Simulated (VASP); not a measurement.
Input of a VASP 6.6.1 run:

The input POSCAR:

```
GaN
1.0
    3.2186213459      0.0000000000      0.0000000000
   -1.6093106729      2.7874078507      0.0000000000
    0.0000000000      0.0000000000      5.2435339950
Ga N
2 2
Direct
    0.6666666667      0.3333333333      0.4991368700
    0.3333333333      0.6666666667      0.9991368700
    0.6666666667      0.3333333333      0.8758631300
    0.3333333333      0.6666666667      0.3758631300
```

File INCAR.step1:

```
PREC     = Accurate       # precision mode
ENCUT    = 520            # plane-wave cutoff, eV
ISMEAR   = -1             # smearing method
SIGMA    = 0.01           # smearing width, eV
LREAL    = False          # projectors in reciprocal space
LASPH    = True           # aspherical terms in the spheres
NELM     = 80             # most SCF steps
ISYM     = 0            
NBANDS   = 26             # bands
GGA      = PE             # functional
ALGO     = Normal         # electronic algorithm
EDIFF    = 1E-4           # SCF threshold, eV
LWAVE    = True           # write WAVECAR
LCHARG   = False          # write CHGCAR
```

The input INCAR.step2:

```
PREC     = Accurate       # precision mode
ENCUT    = 520            # plane-wave cutoff, eV
EDIFF    = 1E-6           # SCF threshold, eV
ISMEAR   = -1             # smearing method
SIGMA    = 0.01           # smearing width, eV
LREAL    = False          # projectors in reciprocal space
LASPH    = True           # aspherical terms in the spheres
NELM     = 80             # most SCF steps
ALGO     = Normal         # electronic algorithm
ISIF     = 2              # what is computed and relaxed
LWAVE    = False          # write WAVECAR
LCHARG   = True           # write CHGCAR
METAGGA  = R2SCAN         # meta-GGA
LMIXTAU  = True         
LELF     = True           # ELF
LVHAR    = True         
ISYM     = 0            
NBANDS   = 26             # bands
ISTART   = 1
```

File KPOINTS:

```
Automatic mesh
0
Gamma
  6 6 4
  0.5 0.5 0.5
```

Potentials or basis: VASP PAW PBE potentials, release 64 (Ga_d, N).

The run is started by

```console
$ cat potpaw_PBE.64/Ga_d/POTCAR potpaw_PBE.64/N/POTCAR > POTCAR
$ cp INCAR.step1 INCAR
$ mpirun -np 1 vasp_std > vasp.out
$ cp INCAR.step2 INCAR
$ mpirun -np 1 vasp_std > vasp.out
```

(1) What does it give for the pressure?

(2) Predict the band gap on the k mesh.

Results:

(1) -5.1 GPa.

(2) 3.11 eV, direct.

Caveat: the PAW data sets were made with another functional, which shifts forces and pressure a little.
